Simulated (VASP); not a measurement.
A run of VASP 6.6.1:

Contents of INCAR:

```
SYSTEM = ScGa4
PREC     = Accurate       ! precision mode
ENCUT    = 600            ! plane-wave cutoff, eV
EDIFF    = 1E-6           ! SCF threshold, eV
ISMEAR   = 0              ! smearing method
SIGMA    = 0.1            ! smearing width, eV
LREAL    = .False.        ! projectors in reciprocal space
LASPH    = .True.         ! aspherical terms in the spheres
NELM     = 80             ! most SCF steps
ALGO     = Fast           ! electronic algorithm
ISIF     = 3              ! what is computed and relaxed
LWAVE    = .False.        ! write WAVECAR
LCHARG   = .False.        ! write CHGCAR
GGA      = PE             ! functional
IBRION   = 2              ! ionic algorithm
NSW      = 90             ! ionic steps
EDIFFG   = -0.04          ! ionic threshold
```

File KPOINTS:

```
regular mesh
0
Gamma
  4 4 6
  0 0 0
```

The input POSCAR:

```
ScGa4
1.0
    6.0664885000      0.0000000000      0.0000000000
    0.0000000000      6.0664885000      0.0000000000
    0.0000000000      0.0000000000      2.5136040700
Sc Ga
1 4
Direct
    0.0000000000      0.0000000000      0.5000000000
    0.2070418300      0.5000000000      0.0000000000
    0.7929581700      0.5000000000      0.0000000000
    0.5000000000      0.2070418300      0.0000000000
    0.5000000000      0.7929581700      0.0000000000
```

Potentials or basis: VASP PAW PBE potentials, release 64 (Sc_sv, Ga_d).

Command:

```bash
$ cat potpaw_PBE.64/Sc_sv/POTCAR potpaw_PBE.64/Ga_d/POTCAR > POTCAR
$ mpirun -np 1 vasp_std > vasp.out
```

Hardware: 1 thread of Intel(R) Xeon(R) Platinum 8488C (Sapphire Rapids) (shared host).

**Question.** Estimate the wall time of this run.

**Answer.** It took 14 min on 1 thread of Intel(R) Xeon(R) Platinum 8488C (Sapphire Rapids), with other jobs on the host, peak memory 0.26 GiB. Counts: scf iterations 147, k points 24, ion steps 9.
